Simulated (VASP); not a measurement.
Input of a VASP 6.6.1 run:

File INCAR:

```
PREC     = Accurate       # precision mode
ENCUT    = 600            # plane-wave cutoff, eV
EDIFF    = 1E-6           # SCF threshold, eV
ISMEAR   = 0              # smearing method
SIGMA    = 0.1            # smearing width, eV
LREAL    = False          # projectors in reciprocal space
LASPH    = True           # aspherical terms in the spheres
NELM     = 60             # most SCF steps
ALGO     = Fast           # electronic algorithm
ISIF     = 4              # what is computed and relaxed
LWAVE    = False          # write WAVECAR
LCHARG   = False          # write CHGCAR
GGA      = PS             # functional
IBRION   = 2              # ionic algorithm
NSW      = 50             # ionic steps
EDIFFG   = -0.01          # ionic threshold
```

File KPOINTS:

```
Automatic mesh
0
Gamma
  12 12 8
```

File POSCAR:

```
Ca
1.0
    3.6895777062      0.0000000000      0.0000000000
   -1.8447888531      3.1952680228      0.0000000000
    0.0000000000      0.0000000000      6.0866365314
Ca
2
Direct
    0.3333333333      0.6666666667      0.2500000000
    0.6666666667      0.3333333333      0.7500000000
```

Potentials or basis: VASP PAW PBE potentials, release 64 (Ca_sv).

Launch:

```bash
$ cat potpaw_PBE.64/Ca_sv/POTCAR > POTCAR
$ mpirun -np 1 vasp_std > vasp.out
```

**Question.** What does it give for the band gap on the k mesh?

**Answer.** Zero (bands 10 and 11 overlap by 0.40 eV).

Step by step:
```csv
step,energy change (eV),largest force (eV/Å),pressure (GPa),volume (Å³)
1,0.0000,0.0000,2.86,71.76
2,-0.0001,0.0000,2.86,71.76
3,-0.0001,0.0000,2.86,71.76
```

Caveat: the PAW data sets were made with another functional, which shifts forces and pressure a little.
